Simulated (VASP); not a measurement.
# RbCl (Fm-3m) in VASP: further runs, part 2 of 2

VASP 6.6.1. Earlier steps stand in the parts before.

**3. Single point, LDA**

Contents of INCAR:

```
SYSTEM = RbCl
PREC = Accurate ; ENCUT = 500
EDIFF = 1E-6 ; ISMEAR = 0
SIGMA = 0.01 ; LREAL = .FALSE.
LASPH = .TRUE. ; NELM = 120
ALGO = Normal ; ISIF = 2
LWAVE = .FALSE. ; LCHARG = .FALSE.
GGA = CA ; NBANDS = 15
GGA_COMPAT = .FALSE.
```

Contents of KPOINTS:

```
regular mesh
0
G
  6 6 6
  0 0 0
```

Contents of POSCAR:

```
RbCl
1.0
    0.0000000000      3.3058128186      3.3058128186
    3.3058128186      0.0000000000      3.3058128186
    3.3058128186      3.3058128186      0.0000000000
Rb Cl
1 1
Direct
    0.0000000000      0.0000000000      0.0000000000
    0.5000000000      0.5000000000      0.5000000000
```

Potentials or basis: VASP PAW LDA potentials, release 64 (Rb_sv, Cl).

Command:

```sh
cat potpaw_LDA.64/Rb_sv/POTCAR potpaw_LDA.64/Cl/POTCAR > POTCAR
mpirun -np 1 vasp_std > vasp.out
```

OUTCAR:

```text
SYSTEM = RbCl
   PREC = Accurate
   ENCUT = 500
   EDIFF = 1E-6
   ISMEAR = 0
   LREAL = .FALSE.
   LASPH = .TRUE.
   NELM = 120
   ISIF = 2
   GGA = CA

 ion  position               nearest neighbor table
   1  0.000  0.000  0.000-   2 3.31   2 3.31   2 3.31   2 3.31   2 3.31   2 3.31
   2  0.500  0.500  0.500-   1 3.31   1 3.31   1 3.31   1 3.31   1 3.31   1 3.31

  LATTYP: Found a face centered cubic cell.
 ALAT       =     6.6116256372

  Lattice vectors:

 A1 = (   0.0000000000,   3.3058128186,   3.3058128186)
 A2 = (   3.3058128186,   0.0000000000,   3.3058128186)
 A3 = (   3.3058128186,   3.3058128186,   0.0000000000)

Analysis of symmetry for initial positions (statically):
=====================================================================
 Subroutine PRICEL returns:
 Original cell was already a primitive cell.

 Routine SETGRP: Setting up the symmetry group for a
 face centered cubic supercell.

 Subroutine GETGRP returns: Found 48 space group operations
 (whereof 48 operations were pure point group operations)
 out of a pool of 48 trial point group operations.

The static configuration has the point symmetry O_h .

Analysis of symmetry for dynamics (positions and initial velocities):
=====================================================================
 Subroutine PRICEL returns:
 Original cell was already a primitive cell.

 Routine SETGRP: Setting up the symmetry group for a
 face centered cubic supercell.

 Subroutine GETGRP returns: Found 48 space group operations
 (whereof 48 operations were pure point group operations)
 out of a pool of 48 trial point group operations.

The dynamic configuration has the point symmetry O_h .

 Subroutine INISYM returns: Found 48 space group operations
 (whereof 48 operations are pure point group operations),
 and found     1 'primitive' translations

----------------------------------------------------------------------------------------

                                     Primitive cell

  volume of cell :      72.2545

  direct lattice vectors                    reciprocal lattice vectors
     0.000000000  3.305812819  3.305812819    -0.151248733  0.151248733  0.151248733
     3.305812819  0.000000000  3.305812819     0.151248733 -0.151248733  0.151248733
     3.305812819  3.305812819  0.000000000     0.151248733  0.151248733 -0.151248733

  length of vectors
     4.675125323  4.675125323  4.675125323     0.261970490  0.261970490  0.261970490

  position of ions in fractional coordinates (direct lattice)
     0.000000000  0.000000000  0.000000000
     0.500000000  0.500000000  0.500000000

  ion indices of the primitive-cell ions
   primitive index   ion index
                 1           1
                 2           2

----------------------------------------------------------------------------------------

 KPOINTS: regular mesh

Automatic generation of k-mesh.
 Grid dimensions read from file:
 generate k-points for:    6    6    6

 Generating k-lattice:

  Cartesian coordinates                     Fractional coordinates (reciprocal lattice)
    -0.025208122  0.025208122  0.025208122     0.166666667  0.000000000  0.000000000
     0.025208122 -0.025208122  0.025208122     0.000000000  0.166666667  0.000000000
     0.025208122  0.025208122 -0.025208122     0.000000000  0.000000000  0.166666667

  Length of vectors
[... 30 lines left out ...]
   total plane-waves  NPLWV =  46656
   dimension x,y,z NGX =    36 NGY =   36 NGZ =   36
   dimension x,y,z NGXF=    72 NGYF=   72 NGZF=   72
   ions per type =               1   1
   NGX,Y,Z   is equivalent  to a cutoff of  12.80, 12.80, 12.80 a.u.
   NGXF,Y,Z  is equivalent  to a cutoff of  25.60, 25.60, 25.60 a.u.
 SYSTEM =  RbCl
   PREC   = accura    normal or accurate (medium, high low for compatibility)
   ISTART =      0    job   : 0-new  1-cont  2-samecut
   ICHARG =      2    charge: 1-file 2-atom 10-const
   ISPIN  =      1    spin polarized calculation?
   LNONCOLLINEAR =      F non collinear calculations
   LSORBIT =      F    spin-orbit coupling
   LASPH  =      T    aspherical Exc in radial PAW
   ENCUT  =  500.0 eV  36.75 Ry    6.06 a.u.   8.52  8.52  8.52*2*pi/ulx,y,z
   NELM   =    120;   NELMIN=  2; NELMDL= -5     # of ELM steps
   EDIFF  = 0.1E-05   stopping-criterion for ELM
   LREAL  =      F    real-space projection
   EDIFFG = 0.1E-04   stopping-criterion for IOM
   NSW    =      0    number of steps for IOM
   IBRION =     -1    ionic relax: 0-MD 1-quasi-New 2-CG
   NFREE  =      0    steps in history (QN), initial steepest desc. (CG)
   ISIF   =      2    stress and relaxation
   ISYM   =      2    0-nonsym 1-usesym 2-fastsym
   POTIM  = 0.5000    time-step for ionic-motion
   TEBEG  =    0.0;   TEEND  =   0.0 temperature during run
   PSTRESS=    0.0 pullay stress
   NELECT =      16.0000    total number of electrons
   NUPDOWN=      -1.0000    fix difference up-down
   EMIN   =  10.00;   EMAX   =-10.00  energy-range for DOS
   EFERMI =   0.00;   METHOD = LEGACY
   ISMEAR =     0;   SIGMA  =   0.01  broadening in eV -4-tet -1-fermi 0-gaus
   EFERMI_NEDOS =   21; number of points for ismear=-14 and -15
   IALGO  =     38    algorithm
   IMIX   =      4    mixing-type and parameters
     AMIX     =   0.40;   BMIX     =  1.00
     AMIX_MAG =   1.60;   BMIX_MAG =  1.00
  volume/ion in A,a.u.               =      36.13       243.80
  Fermi-wavevector in a.u.,A,eV,Ry     =   0.990436  1.871653 13.346827  0.980964
  Thomas-Fermi vector in A             =   2.122107
   LORBIT       =      0    0 simple, 1 ext, 2 COOP (PROOUT), +10 PAW based schemes
   GGA     = CA    functional components
   LHFCALC =     F    Hartree Fock is set to
   AEXX    =    0.0000 exact exchange contribution
   IVDW    =     0    specifies the selected vdW correction
   LEPSILON=     F    determine dielectric tensor
   LRPA    =     F    only Hartree local field effects (RPA)
 non-spin polarized calculation
 Gauss-broadening in eV      SIGMA  =   0.01
  energy-cutoff  :      500.00
  volume of cell :       72.25
 maximum number of plane-waves:      1853
 NGX is ok and might be reduce to    36
   NGX = 17   NGY = 17   NGZ = 17

 number of electron      16.0000001 magnetization

 Free energy of the ion-electron system (eV)
  ---------------------------------------------------
  ext. energy  EPLUGINS =         0.00000000
  ---------------------------------------------------
  free energy    TOTEN  =        -7.22413002 eV

  energy without entropy =       -7.22413002  energy(sigma->0) =       -7.22413002

 E-fermi :  -2.0880     XC(G=0):  -7.8471

 val. band max:       -2.1963806776   @ k =   0.0000   0.0000   0.0000
 cond. band min:       2.3193416683   @ k =   0.0000   0.0000   0.0000
 fundamental gap:      4.5157223459
 Fermi energy:        -2.0880051498

 k-point     1 :       0.0000    0.0000    0.0000
  band No.  band energies     occupation
      1     -26.0105      2.00000
      2     -14.0856      2.00000
      3     -10.1244      2.00000
      4     -10.1244      2.00000
      5     -10.1244      2.00000
      6      -2.1964      2.00000
      7      -2.1964      2.00000
      8      -2.1964      2.00000
      9       2.3193      0.00000
     10       5.5061      0.00000
     11       5.5061      0.00000
     12       5.5061      0.00000
     13       6.5387      0.00000
     14       6.5387      0.00000
[... 257 lines left out ...]
      2     -14.0594      2.00000
      3     -10.3502      2.00000
      4     -10.2691      2.00000
      5     -10.1431      2.00000
      6      -2.5712      2.00000
      7      -2.5034      2.00000
      8      -2.3884      2.00000
      9       4.3562      0.00000
     10       5.9627      0.00000
     11       6.2082      0.00000
     12       7.3210      0.00000
     13       8.4314      0.00000
     14       9.3633      0.00000
     15       9.7212      0.00000

------------------------ aborting loop because EDIFF is reached ----------------------------------------

  FORCE on cell =-STRESS in cart. coord.  units (eV):
  Direction    XX          YY          ZZ          XY          YZ          ZX
  --------------------------------------------------------------------------------------
  -------------------------------------------------------------------------------------
  Total       -0.8011461     -0.8011461     -0.8011461      0.0000000      0.0000000     -0.0000000
  in kB      -17.7646856    -17.7646856    -17.7646856      0.0000000      0.0000000     -0.0000000
  external PRESSURE =     -17.7646856 kB  Pullay stress =       0.0000000 kB

 VOLUME and BASIS-vectors are now :
 -----------------------------------------------------------------------------
  energy-cutoff  :      500.00
  volume of cell :       72.25
      direct lattice vectors                 reciprocal lattice vectors
     0.000000000  3.305812819  3.305812819    -0.151248733  0.151248733  0.151248733
     3.305812819  0.000000000  3.305812819     0.151248733 -0.151248733  0.151248733
     3.305812819  3.305812819  0.000000000     0.151248733  0.151248733 -0.151248733

 POSITION                                       TOTAL-FORCE (eV/Angst)
 -----------------------------------------------------------------------------------
      0.00000      0.00000      0.00000         0.000000      0.000000      0.000000
      3.30581      3.30581      3.30581        -0.000000     -0.000000     -0.000000
 -----------------------------------------------------------------------------------
    total drift:                                0.000000      0.000000      0.000000

  FREE ENERGIE OF THE ION-ELECTRON SYSTEM (eV)
  ---------------------------------------------------
  free  energy   TOTEN  =        -7.2241300197 eV

  energy  without entropy=       -7.2241300197  energy(sigma->0) =       -7.22413002
```

stdout:

```text
POSCAR found type information on POSCAR RbCl
 POSCAR found :  2 types and       2 ions
 scaLAPACK will be used
 LDA part: xc-table for (Slater(with rela. corr.)+CA(PZ))
 , standard interpolation
 POSCAR, INCAR and KPOINTS ok, starting setup
 FFT: planning ... GRIDC
 FFT: planning ... GRID_SOFT
 FFT: planning ... GRID
 WAVECAR not read
 entering main loop
```

It took 12 s on 1 thread of Intel Xeon Platinum 8375C at 2.90GHz (Ice Lake), shared host; peak memory 0.17 GiB.

What came out:

```
Free energy            : -7.2241 eV
Pressure               : -1.8 GPa
Band gap on the k mesh : 4.52 eV, direct
```

**4. Single point, PBE, non-collinear spin, zero start, spin-orbit coupling**

Contents of INCAR:

```
SYSTEM = RbCl
PREC = Accurate ; ENCUT = 500
EDIFF = 1E-6 ; ISMEAR = 0
SIGMA = 0.01 ; LREAL = .False.
LASPH = .True. ; NELM = 200
ALGO = Normal ; ISIF = 2
LWAVE = .False. ; LCHARG = .True.
LNONCOLLINEAR = .True. ; MAGMOM = 0 0 0 0 0 0
LORBIT = 11 ; LSORBIT = .True.
GGA_COMPAT = .False. ; LORBMOM = .True.
GGA = PE ; LVHAR = .True.
NBANDS = 28
```

Contents of KPOINTS:

```
Automatic mesh
0
Gamma
  6 6 6
  0 0 0
```

POSCAR is that of step 3.

Potentials or basis: VASP PAW PBE potentials, release 64 (Rb_sv, Cl).

Command:

```sh
cat potpaw_PBE.64/Rb_sv/POTCAR potpaw_PBE.64/Cl/POTCAR > POTCAR
mpirun -np 1 vasp_ncl > vasp.out
```

Run time: 80 s. Hardware: 1 thread of Intel Xeon Platinum 8375C at 2.90GHz (Ice Lake), shared host; peak memory 0.39 GiB.

It converged, with:

```
Free energy                                           : -6.6976 eV
Pressure                                              : 0.6 GPa
Net moment                                            : 0.00 μB per cell
Valence electrons inside the program's atomic spheres : Rb 7.32; Cl 5.15
```

Moments on the atoms (μB; x, y, z):
```
Rb  0.00 0.00 0.00
Cl  0.00 0.00 0.00
```

**5. Overview**

| level | potentials or basis | spin | gap on the mesh (eV) | pressure (GPa) |
| --- | --- | --- | --- | --- |
| PBE | VASP PAW PBE potentials, release 64 (Rb_sv, Cl) | off | 4.95 | 0.6 |
| LDA | VASP PAW LDA potentials, release 64 (Rb_sv, Cl) | off | 4.52 | -1.8 |
| PBE | VASP PAW PBE potentials, release 64 (Rb_sv, Cl) | non-collinear, zero start, SOC | - | 0.6 |

Alike in all rows: task single point; cell as given; k mesh 6 × 6 × 6; cutoff (eV) 500; smearing gaussian 0.01 eV.

Total energies depend on the potentials used, so only differences within one code and one set of settings carry meaning.
